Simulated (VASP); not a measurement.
**Y: relaxation of cell and atoms with PBE**

Y:

```
Y
1.0
     3.47829    0.00000    0.00000
    -1.73915    3.01229    0.00000
     0.00000    0.00000    3.26960
Y
1
Direct
  0.00000 0.00000 0.00000
```

This isn't the form of Y at room conditions, which is hcp.

| Property | Result |
| --- | --- |
| Program | VASP 6.6.1 |
| Task | relaxation of cell and atoms |
| Functional | PBE |
| Potentials or basis | VASP PAW PBE potentials, release 64 (Y_sv) |
| Cutoff | 600 eV |
| k mesh | 14 × 14 × 13 |
| Occupations | fermi-dirac, width 0.05 eV |
| Spin | no spin polarisation |
| Dipole correction | no |
| Further INCAR settings | ALGO = Normal; EDIFF = 1e-06; IBRION = 2; EDIFFG = -0.005; NSW = 60; ISIF = 3 |

```
Relaxed volume                        : 33.61 Å³/atom
Relaxed cell                          : a = 3.418 Å, b = 3.418 Å, c = 3.321 Å, α = 90.00°, β = 90.00°, γ = 120.00°
Space group after relaxing (to 0.1 Å) : P6/mmm (No. 191)
Energy gained by relaxing             : 6.2 meV/atom
Ionic steps                           : 8
Pressure after relaxing               : 0.0 GPa
Band gap on the k mesh                : zero (an odd number of electrons rules out a gap without spin polarisation)
```

The path:
| step | energy change (eV) | largest force (eV/Å) | pressure (GPa) | volume (Å³) |
| --- | --- | --- | --- | --- |
| 1 | 0.0000 | 0.0000 | -0.73 | 34.26 |
| 2 | -0.0055 | 0.0000 | 0.07 | 33.48 |
| 3 | -0.0057 | 0.0000 | 0.19 | 33.34 |
| 4 | -0.0057 | 0.0000 | 0.25 | 33.29 |
| 5 | -0.0057 | 0.0000 | 0.24 | 33.31 |
| 6 | -0.0061 | 0.0000 | 0.08 | 33.51 |
| 7 | -0.0062 | 0.0000 | -0.04 | 33.64 |
| 8 | -0.0062 | 0.0000 | -0.01 | 33.61 |

Final structure:
```
CELL_PARAMETERS angstrom
3.41839 0.00000 0.00000
-1.70919 2.96041 0.00000
0.00000 0.00000 3.32106
ATOMIC_POSITIONS crystal
Y 0.00000 0.00000 0.00000
```

Levels at points of the mesh, in eV from the Fermi level:
```csv
k point,band 4,band 5,band 6,band 7,band 8,band 9
"(0.00, 0.00, 0.00)",-22.44,-4.51,-0.47,1.88,1.88,5.37
"(0.50, 0.00, 0.00)",-22.50,-1.80,0.12,0.72,2.75,4.82
```

Wall time 3.8 min on 1 thread of Intel Xeon 8259CL, on a shared host, peak memory 0.21 GiB.
